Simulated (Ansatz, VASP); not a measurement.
**GaAs in VASP and in Ansatz**

The input INCAR:

```
ALGO = Normal ; EDIFF = 1E-7
ENCUT = 520 ; GGA = PE
ISIF = 2 ; ISMEAR = 0
LASPH = T ; LCHARG = F
LREAL = F ; LWAVE = F
NBANDS = 66 ; NELM = 100
PREC = Accurate ; SIGMA = 0.1
```

KPOINTS

```
k-points
0
Gamma
  4 4 4
```

Contents of POSCAR:

```
GaAs
1.0
    6.7432531100      0.0000000000      0.0000000000
    0.0000000000      6.7432531100      0.0000000000
    0.0000000000      0.0000000000      6.7432531100
Ga As
6 6
Direct
    0.5000000000      0.0000000000      0.7500000000
    0.7500000000      0.5000000000      0.0000000000
    0.0000000000      0.7500000000      0.5000000000
    0.5000000000      0.0000000000      0.2500000000
    0.2500000000      0.5000000000      0.0000000000
    0.0000000000      0.2500000000      0.5000000000
    0.0000000000      0.5000000000      0.7500000000
    0.7500000000      0.0000000000      0.5000000000
    0.5000000000      0.7500000000      0.0000000000
    0.0000000000      0.5000000000      0.2500000000
    0.2500000000      0.0000000000      0.5000000000
    0.5000000000      0.2500000000      0.0000000000
```

Input for Ansatz:

```yaml
crystal:
  lattice:
    - [6.74325311, 0.0, 0.0]
    - [0.0, 6.74325311, 0.0]
    - [0.0, 0.0, 6.74325311]
  atoms:
    - { symbol: Ga, position: [0.5, 0.0, 0.75] }
    - { symbol: Ga, position: [0.75, 0.5, 0.0] }
    - { symbol: Ga, position: [0.0, 0.75, 0.5] }
    - { symbol: Ga, position: [0.5, 0.0, 0.25] }
    - { symbol: Ga, position: [0.25, 0.5, 0.0] }
    - { symbol: Ga, position: [0.0, 0.25, 0.5] }
    - { symbol: As, position: [0.0, 0.5, 0.75] }
    - { symbol: As, position: [0.75, 0.0, 0.5] }
    - { symbol: As, position: [0.5, 0.75, 0.0] }
    - { symbol: As, position: [0.0, 0.5, 0.25] }
    - { symbol: As, position: [0.25, 0.0, 0.5] }
    - { symbol: As, position: [0.5, 0.25, 0.0] }
basis:
  ecutwfc: 420
kpoints:
  mp_grid: { grid: [4, 4, 4] }
hamiltonian:
  xc: pbe
scf:
  occupations: { method: gaussian, width: 0.1 }
  lower_state_search: "off"
output:
  forces: true
  stress: true
  eigenvalues: true
```

Alike in both runs: task single point; functional PBE; k mesh 4 × 4 × 4; occupations gaussian, width 0.1 eV; no spin polarisation.

```csv
,VASP,Ansatz
version,VASP 6.6.1,Ansatz 0.2.0
potentials or method,"VASP PAW PBE potentials, release 64 (Ga_d, As), cutoff 520 eV","scalar-relativistic, plane waves, PAW"
valence electrons in the cell,108,168
```

VASP gave:

```
gap on the k mesh at the Fermi level (eV) : 0.65
least direct gap on the mesh (eV)         : 0.79
pressure (GPa)                            : 9.9
```

Question: Estimate Ansatz's values.

Answer: gap on the k mesh at the Fermi level (eV): 0.66; least direct gap on the mesh (eV): 0.80; pressure (GPa): 9.6.

VASP's potentials hold 108 valence electrons a cell and Ansatz's 168, so a difference there can come from the potentials and not from the codes.
